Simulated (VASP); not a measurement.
Input of a VASP 6.6.1 run:

The input INCAR:

```
SYSTEM = C
PREC = Accurate ; ENCUT = 600
EDIFF = 1E-7 ; ISMEAR = -1
SIGMA = 0.05 ; LREAL = .False.
LASPH = .True. ; NELM = 120
ALGO = Normal ; ISIF = 3
LWAVE = .False. ; LCHARG = .False.
GGA = PS ; IBRION = 2
NSW = 60 ; EDIFFG = -0.01
GGA_COMPAT = .False. ; NELMIN = 4
```

Contents of KPOINTS:

```
Automatic mesh
0
Gamma
  12 12 4
  0 0 0
```

POSCAR

```
C
1.0
    2.5221000000      0.0000000000      0.0000000000
   -1.2610500000      2.1842026709      0.0000000000
    0.0000000000      0.0000000000      8.2371000000
C
8
Direct
    0.6666666667      0.3333333333      0.8437500000
    0.3333333333      0.6666666667      0.3437500000
    0.6666666667      0.3333333333      0.6562500000
    0.3333333333      0.6666666667      0.1562500000
    0.0000000000      0.0000000000      0.9062500000
    0.0000000000      0.0000000000      0.4062500000
    0.0000000000      0.0000000000      0.5937500000
    0.0000000000      0.0000000000      0.0937500000
```

Potentials or basis: VASP PAW PBE potentials, release 64 (C).

Launch:

```console
$ cat potpaw_PBE.64/C/POTCAR > POTCAR
$ mpirun -np 1 vasp_std > vasp.out
```

**Question.** Estimate the relaxed cell.

**Answer.** a = 2.506 Å, b = 2.506 Å, c = 8.267 Å, α = 90.00°, β = 90.00°, γ = 120.00°.

**Question.** Predict the band gap on the k mesh.

**Answer.** 4.43 eV, indirect (least direct gap 5.27 eV).

**Question.** What does it give for the relaxed volume?

**Answer.** 5.62 Å³/atom.

The path:
| step | energy change (eV) | largest force (eV/Å) | pressure (GPa) | volume (Å³) |
| --- | --- | --- | --- | --- |
| 1 | 0.0000 | 0.3295 | -3.91 | 45.38 |
| 2 | 0.0177 | 0.5066 | 5.43 | 44.47 |
| 3 | -0.0246 | 0.0574 | -0.17 | 44.98 |
| 4 | -0.0245 | 0.0682 | 0.21 | 44.94 |
| 5 | -0.0248 | 0.0100 | 0.02 | 44.96 |
| 6 | -0.0248 | 0.0170 | 0.00 | 44.97 |
| 7 | -0.0248 | 0.0003 | 0.01 | 44.97 |

Caveat: the PAW data sets were made with another functional, which shifts forces and pressure a little. A k mesh can miss the band edges.
